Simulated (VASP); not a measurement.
Set up this calculation in VASP 6.6.1, as the native input.

* Task: single point
* Functional: PBE0
* Potentials or basis: VASP PAW PBE potentials, release 64 (Pb_d, Se)
* Cutoff: 520 eV
* k mesh: 4 × 4 × 4
* Occupations: fermi-dirac, width 0.05 eV
* Spin: no spin polarisation
* Dipole correction: no
* Grid for exact exchange (PRECFOCK): Normal
* Further INCAR settings: ALGO = Normal; EDIFF = 1e-07; NBANDS = 17
* Share of exact exchange: 0.25

PbSe (rock salt type):

```
CELL_PARAMETERS angstrom
0.00000 3.10500 3.10500
3.10500 0.00000 3.10500
3.10500 3.10500 0.00000
ATOMIC_POSITIONS crystal
Pb 0.00558 0.00558 0.00558
Se 0.50000 0.50000 0.50000
```

One way to write it, as run:

POSCAR

```
PbSe
1.0
    0.0000000000      3.1050000000      3.1050000000
    3.1050000000      0.0000000000      3.1050000000
    3.1050000000      3.1050000000      0.0000000000
Pb Se
1 1
Direct
    0.0055782635      0.0055782635      0.0055782635
    0.5000000000      0.5000000000      0.5000000000
```

INCAR.step1

```
SYSTEM = PbSe
PREC = Accurate
ENCUT = 520
EDIFF = 1E-5
ISMEAR = -1
SIGMA = 0.05
LREAL = .False.
LASPH = .True.
NELM = 100
ALGO = Normal
ISIF = 2
LWAVE = .True.
LCHARG = .False.
NBANDS = 17
GGA = PE
```

INCAR.step2

```
SYSTEM = PbSe
PREC = Accurate
ENCUT = 520
EDIFF = 1E-7
ISMEAR = -1
SIGMA = 0.05
LREAL = .False.
LASPH = .True.
NELM = 100
ALGO = Normal
ISIF = 2
LWAVE = .False.
LCHARG = .False.
GGA = PE
LHFCALC = .True.
AEXX = 0.25
PRECFOCK = Normal
NBANDS = 17
ISTART = 1
```

KPOINTS

```
Automatic mesh
0
Gamma
  4 4 4
  0 0 0
```

Potentials or basis: VASP PAW PBE potentials, release 64 (Pb_d, Se).

Launch:

```bash
$ cat potpaw_PBE.64/Pb_d/POTCAR potpaw_PBE.64/Se/POTCAR > POTCAR
$ cp INCAR.step1 INCAR
$ mpirun -np 1 vasp_std > vasp.out
$ cp INCAR.step2 INCAR
$ mpirun -np 1 vasp_std > vasp.out
```

It gave:

The pressure is -1.1 GPa. The largest force is 0.037 eV/Å and the band gap on the k mesh is 1.53 eV.

Caveat: the k points lie up to 0.44 Å⁻¹ apart; the PAW data sets were made with another functional, which shifts forces and pressure a little; spin-orbit coupling is left out, which moves the levels of the heavy elements.

Run time: 48 min on 1 thread of AMD EPYC 7R13 Processor (Zen 3), on a shared host, peak memory 0.19 GiB.
